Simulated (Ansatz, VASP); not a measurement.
**One calculation of Be, two programs**

```
Be
1.0
     2.20155    0.00000    0.00000
     0.00000    2.20155    0.00000
     0.00000    0.00000    2.20155
Be
1
Cartesian
  0.0000 0.0000 0.0000
```

Change from the starting cell: functional pbesol, volume scaled by 1.04.

Alike in both runs: task single point; functional PBEsol; k mesh 15 × 15 × 15; occupations fermi-dirac, width 0.05 eV; no spin polarisation.

|  | VASP | Ansatz |
| --- | --- | --- |
| version | VASP 6.6.1 | Ansatz 0.2.0 |
| potentials or method | VASP PAW PBE potentials, release 64 (Be), cutoff 600 eV | all-electron LAPW, scalar-relativistic |

|  | VASP | Ansatz | Ansatz less VASP |
| --- | --- | --- | --- |
| pressure (GPa) | -3.3 | -3.5 | -0.19 |

VASP's potentials were made for PBE, not for PBEsol. Ansatz ran all-electron here, and VASP with PAW potentials.
